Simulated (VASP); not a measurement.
# W (Fd-3m) in VASP: a series of runs

W is run at these levels: PBE; tasks: single point.

Everything below comes from runs of VASP 6.6.1. Logs are shortened: lines on timing, memory, paths and dates and some standing lists are left out, and cuts for length are marked.

### Step 1. The cell of the first run

The structure is cubic, space group Fd-3m (No. 227). Conventional cell: a = 4.864 Å, b = 4.864 Å, c = 4.864 Å, α = 90.00°, β = 90.00°, γ = 90.00°. Within 2.8 Å of W (site symmetry -43m) lie 4 W at 2.11 Å.

### Step 2. Single point, PBE

Contents of INCAR:

```
SYSTEM = W
ALGO = Normal ; EDIFF = 1E-6
ENCUT = 520 ; GGA = PE
ISIF = 2 ; ISMEAR = -1
LASPH = .TRUE. ; LCHARG = .TRUE.
LELF = .TRUE. ; LREAL = .FALSE.
LVHAR = .TRUE. ; LWAVE = .FALSE.
NBANDS = 21 ; NELM = 60
PREC = Accurate ; SIGMA = 0.1
```

Contents of KPOINTS:

```
k-points
0
G
  14 14 14
  0 0 0
```

Contents of POSCAR:

```
W
1.0
    0.0000000000      2.4317772154      2.4317772154
    2.4317772154      0.0000000000      2.4317772154
    2.4317772154      2.4317772154      0.0000000000
W
2
Direct
   -0.1250000000     -0.1250000000     -0.1250000000
    0.1250000000      0.1250000000      0.1250000000
```

Potentials or basis: VASP PAW PBE potentials, release 64 (W_sv).

Run with:

```console
cat potpaw_PBE.64/W_sv/POTCAR > POTCAR
mpirun -np 1 vasp_std > vasp.out
```

OUTCAR:

```text
SYSTEM = W
   EDIFF = 1E-6
   ENCUT = 520
   GGA = PE
   ISIF = 2
   ISMEAR = -1
   LASPH = .TRUE.
   LREAL = .FALSE.
   NELM = 60
   PREC = Accurate

 ion  position               nearest neighbor table
   1  0.875  0.875  0.875-   2 2.11   2 2.11   2 2.11   2 2.11
   2  0.125  0.125  0.125-   1 2.11   1 2.11   1 2.11   1 2.11

  LATTYP: Found a face centered cubic cell.
 ALAT       =     4.8635544308

  Lattice vectors:

 A1 = (   0.0000000000,   2.4317772154,   2.4317772154)
 A2 = (   2.4317772154,   0.0000000000,   2.4317772154)
 A3 = (   2.4317772154,   2.4317772154,   0.0000000000)

Analysis of symmetry for initial positions (statically):
=====================================================================
 Subroutine PRICEL returns:
 Original cell was already a primitive cell.

 Routine SETGRP: Setting up the symmetry group for a
 face centered cubic supercell.

 Subroutine GETGRP returns: Found 48 space group operations
 (whereof 12 operations were pure point group operations)
 out of a pool of 48 trial point group operations.

The static configuration has the point symmetry D_3d.
 The point group associated with its full space group is O_h .

Analysis of symmetry for dynamics (positions and initial velocities):
=====================================================================
 Subroutine PRICEL returns:
 Original cell was already a primitive cell.

 Routine SETGRP: Setting up the symmetry group for a
 face centered cubic supercell.

 Subroutine GETGRP returns: Found 48 space group operations
 (whereof 12 operations were pure point group operations)
 out of a pool of 48 trial point group operations.

The dynamic configuration has the point symmetry D_3d.
 The point group associated with its full space group is O_h .

 Subroutine INISYM returns: Found 48 space group operations
 (whereof 12 operations are pure point group operations),
 and found     1 'primitive' translations

----------------------------------------------------------------------------------------

                                     Primitive cell

  volume of cell :      28.7608

  direct lattice vectors                    reciprocal lattice vectors
     0.000000000  2.431777215  2.431777215    -0.205610940  0.205610940  0.205610940
     2.431777215  0.000000000  2.431777215     0.205610940 -0.205610940  0.205610940
     2.431777215  2.431777215  0.000000000     0.205610940  0.205610940 -0.205610940

  length of vectors
     3.439052319  3.439052319  3.439052319     0.356128595  0.356128595  0.356128595

  position of ions in fractional coordinates (direct lattice)
     0.875000000  0.875000000  0.875000000
     0.125000000  0.125000000  0.125000000

  ion indices of the primitive-cell ions
   primitive index   ion index
                 1           1
                 2           2

----------------------------------------------------------------------------------------

 KPOINTS: k-points

Automatic generation of k-mesh.
 Grid dimensions read from file:
 generate k-points for:   14   14   14

 Generating k-lattice:

  Cartesian coordinates                     Fractional coordinates (reciprocal lattice)
    -0.014686496  0.014686496  0.014686496     0.071428571  0.000000000  0.000000000
     0.014686496 -0.014686496  0.014686496     0.000000000  0.071428571  0.000000000
     0.014686496  0.014686496 -0.014686496     0.000000000  0.000000000  0.071428571

  Length of vectors
     0.025437757  0.025437757  0.025437757

  Shift w.r.t. Gamma in fractional coordinates (k-lattice)
     0.000000000  0.000000000  0.000000000

 Subroutine IBZKPT returns following result:
 ===========================================

 Found    104 irreducible k-points:

 Following reciprocal coordinates:
            Coordinates               Weight
  0.000000  0.000000  0.000000      1.000000
  0.071429  0.000000  0.000000      8.000000
  0.142857  0.000000  0.000000      8.000000
  0.214286  0.000000  0.000000      8.000000
  0.285714  0.000000  0.000000      8.000000
  0.357143  0.000000  0.000000      8.000000
[... 16 lines left out ...]
  0.214286  0.142857  0.000000     24.000000
  0.285714  0.142857  0.000000     24.000000
 [... further k-points ...]
   k-points           NKPTS =    104   k-points in BZ     NKDIM =    104   number of bands    NBANDS=     21
   number of dos      NEDOS =    301   number of ions     NIONS =      2
   total plane-waves  NPLWV =  21952
   dimension x,y,z NGX =    28 NGY =   28 NGZ =   28
   dimension x,y,z NGXF=    56 NGYF=   56 NGZF=   56
   ions per type =               2
   NGX,Y,Z   is equivalent  to a cutoff of  13.54, 13.54, 13.54 a.u.
   NGXF,Y,Z  is equivalent  to a cutoff of  27.07, 27.07, 27.07 a.u.
 SYSTEM =  W
   PREC   = accura    normal or accurate (medium, high low for compatibility)
   ISTART =      0    job   : 0-new  1-cont  2-samecut
   ICHARG =      2    charge: 1-file 2-atom 10-const
   ISPIN  =      1    spin polarized calculation?
   LNONCOLLINEAR =      F non collinear calculations
   LSORBIT =      F    spin-orbit coupling
   LASPH  =      T    aspherical Exc in radial PAW
   ENCUT  =  520.0 eV  38.22 Ry    6.18 a.u.   6.39  6.39  6.39*2*pi/ulx,y,z
   NELM   =     60;   NELMIN=  2; NELMDL= -5     # of ELM steps
   EDIFF  = 0.1E-05   stopping-criterion for ELM
   LREAL  =      F    real-space projection
[... 7 lines left out ...]
   TEBEG  =    0.0;   TEEND  =   0.0 temperature during run
   PSTRESS=    0.0 pullay stress
   NELECT =      28.0000    total number of electrons
   NUPDOWN=      -1.0000    fix difference up-down
   EMIN   =  10.00;   EMAX   =-10.00  energy-range for DOS
   EFERMI =   0.00;   METHOD = LEGACY
   ISMEAR =    -1;   SIGMA  =   0.10  broadening in eV -4-tet -1-fermi 0-gaus
   EFERMI_NEDOS =   21; number of points for ismear=-14 and -15
   IALGO  =     38    algorithm
   IMIX   =      4    mixing-type and parameters
     AMIX     =   0.40;   BMIX     =  1.00
     AMIX_MAG =   1.60;   BMIX_MAG =  1.00
  volume/ion in A,a.u.               =      14.38        97.04
  Fermi-wavevector in a.u.,A,eV,Ry     =   1.622534  3.066144 35.818910  2.632616
  Thomas-Fermi vector in A             =   2.716131
   LORBIT       =      0    0 simple, 1 ext, 2 COOP (PROOUT), +10 PAW based schemes
   GGA     = PE    functional components
   LHFCALC =     F    Hartree Fock is set to
   AEXX    =    0.0000 exact exchange contribution
   IVDW    =     0    specifies the selected vdW correction
   LEPSILON=     F    determine dielectric tensor
   LRPA    =     F    only Hartree local field effects (RPA)
 non-spin polarized calculation
  energy-cutoff  :      520.00
  volume of cell :       28.76
 maximum number of plane-waves:       785
 NGX is ok and might be reduce to    28
   NGX = 13   NGY = 13   NGZ = 13

 number of electron      28.0000000 magnetization

 Free energy of the ion-electron system (eV)
  ---------------------------------------------------
  ext. energy  EPLUGINS =         0.00000000
  ---------------------------------------------------
  free energy    TOTEN  =       -12.38886648 eV

  energy without entropy =      -12.35083106  energy(sigma->0) =      -12.36984877

 E-fermi :  12.2324     XC(G=0): -13.6806

 val. band max:       12.2278020660   @ k =  -0.1429   0.2143   0.0714
 cond. band min:      12.2347735287   @ k =   0.2143   0.0000   0.0000
 fundamental gap:      0.0069714627
 Fermi energy:        12.2324298784

 k-point     1 :       0.0000    0.0000    0.0000
  band No.  band energies     occupation
      1     -62.0067      2.00000
      2     -59.9005      2.00000
      3     -27.4404      2.00000
      4     -27.4404      2.00000
      5     -27.4404      2.00000
      6     -24.1438      2.00000
[... 13 lines left out ...]
     20      24.1111      0.00000
     21      26.3987      0.00000

 k-point     2 :       0.0714    0.0000    0.0000
  band No.  band energies     occupation
      1     -61.9885      2.00000
      2     -59.9223      2.00000
      3     -27.4642      2.00000
      4     -27.4642      2.00000
      5     -27.4413      2.00000
      6     -24.1341      2.00000
[... 13 lines left out ...]
     20      23.8999      0.00000
     21      26.4613      0.00000

 k-point     3 :       0.1429    0.0000    0.0000
  band No.  band energies     occupation
      1     -61.9355      2.00000
      2     -59.9851      2.00000
      3     -27.5287      2.00000
      4     -27.5287      2.00000
      5     -27.4457      2.00000
      6     -24.1042      2.00000
[... 13 lines left out ...]
     20      23.7851      0.00000
     21      26.6740      0.00000

 k-point     4 :       0.2143    0.0000    0.0000
  band No.  band energies     occupation
      1     -61.8524      2.00000
      2     -60.0821      2.00000
      3     -27.6169      2.00000
      4     -27.6169      2.00000
      5     -27.4556      2.00000
      6     -24.0548      2.00000
[... 13 lines left out ...]
     20      23.8982      0.00000
     21      27.0800      0.00000

 k-point     5 :       0.2857    0.0000    0.0000
  band No.  band energies     occupation
      1     -61.7481      2.00000
      2     -60.2017      2.00000
      3     -27.7086      2.00000
      4     -27.7086      2.00000
      5     -27.4716      2.00000
      6     -23.9916      2.00000
[... 13 lines left out ...]
     20      23.8608      0.00000
     21      25.2946      0.00000
[... 382 lines left out ...]
     20      23.8001      0.00000
     21      26.4599      0.00000

 k-point    22 :       0.1429    0.1429    0.0000
  band No.  band energies     occupation
      1     -61.9104      2.00000
      2     -60.0145      2.00000
      3     -27.6350      2.00000
      4     -27.6350      2.00000
      5     -27.2636      2.00000
      6     -24.3185      2.00000
[... 13 lines left out ...]
     20      23.3885      0.00000
     21      27.0822      0.00000

 k-point    23 :       0.2143    0.1429    0.0000
  band No.  band energies     occupation
      1     -61.8469      2.00000
      2     -60.0883      2.00000
      3     -27.7298      2.00000
      4     -27.7261      2.00000
      5     -27.1872      2.00000
      6     -24.3825      2.00000
[... 13 lines left out ...]
     20      23.4948      0.00000
     21      27.1085      0.00000

 k-point    24 :       0.2857    0.1429    0.0000
  band No.  band energies     occupation
      1     -61.7560      2.00000
      2     -60.1928      2.00000
      3     -27.8419      2.00000
      4     -27.8165      2.00000
      5     -27.1265      2.00000
      6     -24.4103      2.00000
[... 13 lines left out ...]
     20      24.0388      0.00000
     21      26.4493      0.00000

 [... further k-points ...]

------------------------ aborting loop because EDIFF is reached ----------------------------------------

  FORCE on cell =-STRESS in cart. coord.  units (eV):
  Direction    XX          YY          ZZ          XY          YZ          ZX
  --------------------------------------------------------------------------------------
  -------------------------------------------------------------------------------------
  Total       36.2833064     36.2833064     36.2833064     -0.0000000      0.0000000      0.0000000
  in kB     2021.2316418   2021.2316418   2021.2316418     -0.0000000      0.0000000      0.0000000
  external PRESSURE =    2021.2316418 kB  Pullay stress =       0.0000000 kB

 VOLUME and BASIS-vectors are now :
 -----------------------------------------------------------------------------
  energy-cutoff  :      520.00
  volume of cell :       28.76
      direct lattice vectors                 reciprocal lattice vectors
     0.000000000  2.431777215  2.431777215    -0.205610940  0.205610940  0.205610940
     2.431777215  0.000000000  2.431777215     0.205610940 -0.205610940  0.205610940
     2.431777215  2.431777215  0.000000000     0.205610940  0.205610940 -0.205610940

 POSITION                                       TOTAL-FORCE (eV/Angst)
 -----------------------------------------------------------------------------------
      4.25561      4.25561      4.25561         0.000000     -0.000000      0.000000
      0.60794      0.60794      0.60794        -0.000000      0.000000     -0.000000
 -----------------------------------------------------------------------------------
    total drift:                                0.000000     -0.000000     -0.000000

  FREE ENERGIE OF THE ION-ELECTRON SYSTEM (eV)
  ---------------------------------------------------
  free  energy   TOTEN  =       -12.3888664806 eV

  energy  without entropy=      -12.3508310584  energy(sigma->0) =      -12.36984877
```

Run time: 34 s. Hardware: 1 thread of AMD EPYC 9R45 (Zen 5), shared host; peak memory 0.16 GiB.

What came out:

| Quantity | Value |
| --- | --- |
| Free energy | -12.3889 eV |
| Pressure | 202.1 GPa |
| Band gap on the k mesh | zero (band 14 reaches 12.69 eV, above the bottom of band 15 at 11.52 eV) |

Levels at points of the mesh, in eV from the Fermi level:
```tsv
k point	band 11	band 12	band 13	band 14	band 15	band 16	band 17	band 18
(0.00, 0.00, 0.00)	-5.06	-2.10	-2.10	-2.10	2.46	2.46	2.46	9.22
(0.50, 0.00, 0.00)	-4.53	-4.33	-3.18	-3.18	0.79	4.75	4.75	6.74
(0.50, 0.50, 0.00)	-3.14	-3.14	0.16	0.16	0.40	0.40	7.42	7.42
```

Caveat: spin-orbit coupling is left out, which moves the levels of the heavy elements.

### Step 3. Single point, PBE

Contents of INCAR:

```
SYSTEM = W
PREC = Accurate
ENCUT = 520
EDIFF = 1E-7
ISMEAR = -1
SIGMA = 0.1
LREAL = .False.
LASPH = .True.
NELM = 80
ALGO = Normal
ISIF = 2
LWAVE = .False.
LCHARG = .False.
GGA = PE
NBANDS = 21
```

Contents of KPOINTS:

```
regular mesh
0
Gamma
  14 14 14
  0 0 0
```

Contents of POSCAR:

```
W
1.0
    0.0000000000      2.4311915354      2.4311915354
    2.4311915354      0.0000000000      2.4311915354
    2.4311915354      2.4311915354      0.0000000000
W
2
Direct
   -0.1250000000     -0.1250000000     -0.1250000000
    0.1250000000      0.1250000000      0.1250000000
```

Potentials or basis: VASP PAW PBE potentials, release 64 (W_sv).

Run with:

```console
cat potpaw_PBE.64/W_sv/POTCAR > POTCAR
mpirun -np 1 vasp_std > vasp.out
```

Wall time 35 s (1 thread of AMD EPYC 9R45 (Zen 5), shared host); peak memory 0.16 GiB.

The run converged. Its results:

| Property | Result |
| --- | --- |
| Free energy | -12.3626 eV |
| Pressure | 202.7 GPa |
| Band gap on the k mesh | zero (band 14 reaches 12.71 eV, above the bottom of band 15 at 11.53 eV) |

Levels at points of the mesh, in eV from the Fermi level:
```csv
k point,band 12,band 13,band 14,band 15,band 16,band 17
"(0.00, 0.00, 0.00)",-2.10,-2.10,-2.10,2.46,2.46,2.46
"(0.50, 0.00, 0.00)",-4.33,-3.18,-3.18,0.79,4.75,4.75
"(0.50, 0.50, 0.00)",-3.14,0.16,0.16,0.41,0.41,7.43
```

Caveat: spin-orbit coupling is left out, which moves the levels of the heavy elements.
